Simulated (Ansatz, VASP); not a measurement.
In2O3 in VASP and in Ansatz

```
In O
1.0
     2.74350    1.58396    4.83667
    -2.74350    1.58396    4.83667
     0.00000   -3.16792    4.83667
In O
4 6
Direct
  0.85731 0.85731 0.85731
  0.64269 0.64269 0.64269
  0.14269 0.14269 0.14269
  0.35731 0.35731 0.35731
  0.04800 0.75000 0.45200
  0.75000 0.45200 0.04800
  0.45200 0.04800 0.75000
  0.95200 0.25000 0.54800
  0.25000 0.54800 0.95200
  0.54800 0.95200 0.25000
```

Alike in both runs: task single point; functional PBE; k mesh 10 × 10 × 10; occupations fermi-dirac, width 0.05 eV; no spin polarisation.

|  | VASP | Ansatz |
| --- | --- | --- |
| version | VASP 6.6.1 | Ansatz 0.2.0 |
| potentials or method | VASP PAW PBE potentials, release 64 (In_d, O) | Ansatz PAW |
| plane-wave cutoff (eV) | 520 | 420 |
| valence electrons in the cell | 88 | 88 |

|  | VASP | Ansatz | Ansatz less VASP |
| --- | --- | --- | --- |
| gap on the k mesh at the Fermi level (eV) | 1.29 | 1.30 | +0.007 |
| least direct gap on the mesh (eV) | 1.34 | 1.34 | +0.007 |
| pressure (GPa) | 9.0 | 8.4 | -0.51 |
| traceless stress, the component that is largest in VASP (GPa) | -1.06 | -0.94 | +0.128 |
| rms of the force components (eV/Å) | 0.062 | 0.057 | -0.0055 |

Atom by atom the forces differ by 0.008 eV/Å (rms over components).
